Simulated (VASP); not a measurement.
The system is CoSi.

```xyz
8
Lattice="4.4380 0.0000 0.0000 0.0000 4.4380 0.0000 0.0000 0.0000 4.4380" Properties=species:S:1:pos:R:3 pbc="T T T"
Co    3.8167    2.8403    1.5977
Co    2.8403    1.5977    3.8167
Co    1.5977    3.8167    2.8403
Co    0.6213    0.6213    0.6213
Si    0.6968    1.5222    2.9158
Si    1.5222    2.9158    0.6968
Si    2.9158    0.6968    1.5222
Si    3.7412    3.7412    3.7412
```

Base run:

| Item | Value |
| --- | --- |
| Program | VASP 6.6.1 |
| Functional | PBEsol |
| Potentials or basis | VASP PAW PBE potentials, release 64 (Co, Si) |
| Cutoff | 520 eV |
| k mesh | 5 × 5 × 5 |
| Occupations | fermi-dirac, width 0.05 eV |
| Spin | collinear spin, ferromagnetic start |
| Starting moments | [2.0, 2.0, 2.0, 2.0, 0.0, 0.0, 0.0, 0.0] μB |
| Fixed moment | 8 μB |

Its results: pressure 17.7 GPa; site moments Co +1.72; Si +0.14 μB; largest force 0.507 eV/Å.

After a change of settings the same cell gave: pressure 38.2 GPa; site moments Co +2.35; Si +0.28 μB; largest force 0.735 eV/Å. Which change was it?
A. fixed moment from 8 μB to 16 μB; moments at the start from [2.0, 2.0, 2.0, 2.0, 0.0, 0.0, 0.0, 0.0] to [4.0, 4.0, 4.0, 4.0, 0.0, 0.0, 0.0, 0.0]
B. fixed moment from 8 μB to 2 μB; moments at the start from [2.0, 2.0, 2.0, 2.0, 0.0, 0.0, 0.0, 0.0] to [0.5, 0.5, 0.5, 0.5, 0.0, 0.0, 0.0, 0.0]
C. fixed moment from 8 μB to 4 μB; moments at the start from [2.0, 2.0, 2.0, 2.0, 0.0, 0.0, 0.0, 0.0] to [1.0, 1.0, 1.0, 1.0, 0.0, 0.0, 0.0, 0.0]
D. fixed moment from 8 μB to 12 μB; moments at the start from [2.0, 2.0, 2.0, 2.0, 0.0, 0.0, 0.0, 0.0] to [3.0, 3.0, 3.0, 3.0, 0.0, 0.0, 0.0, 0.0]

D.

Caveats: the PAW data sets were made with another functional, which shifts forces and pressure a little; the total moment is fixed, so each spin has its own Fermi level.
